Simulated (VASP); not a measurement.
Crystal: CuO.

```
Cu O
1.0
     2.34185   -1.71130    0.00000
     2.34185    1.71130    0.00000
    -0.85003    0.00000    5.05787
Cu O
2 2
Direct
  0.00000 0.50000 0.00000
  0.50000 0.00000 0.50000
  0.58160 0.41840 0.25000
  0.41840 0.58160 0.75000
```

Base run:

- Program: VASP 6.6.1
- Functional: PBE
- Potentials or basis: VASP PAW PBE potentials, release 64 (Cu, O)
- Cutoff: 520 eV
- k mesh: 7 × 7 × 4
- Occupations: fermi-dirac, width 0.02 eV
- Spin: no spin polarisation
- Hubbard terms: Cu d U = 4.0 eV

Its results: band gap on the k mesh zero (bands 17 and 18 overlap by 0.76 eV); pressure 3.5 GPa; largest force 0.228 eV/Å.

Question: The run is repeated on the same cell with these changes: spin from no spin polarisation to collinear spin; further incar settings from ALGO = Normal; EDIFF = 1e-06; NBANDS = 25 to ALGO = Normal; EDIFF = 1e-07; NBANDS = 29. What comes out?

Answer: Band gap on the k mesh 0.07 eV (least direct gap 0.09 eV); pressure 4.9 GPa; net moment 2.00 μB per cell; site moments Cu +0.66; O +0.30 μB; largest force 0.055 eV/Å.

Caveats: the cell stands under pressure; U without spin polarisation on a metal has little footing (at least some runs); an odd mesh through Γ misses points on the zone boundary, where band edges can lie (at least some runs).
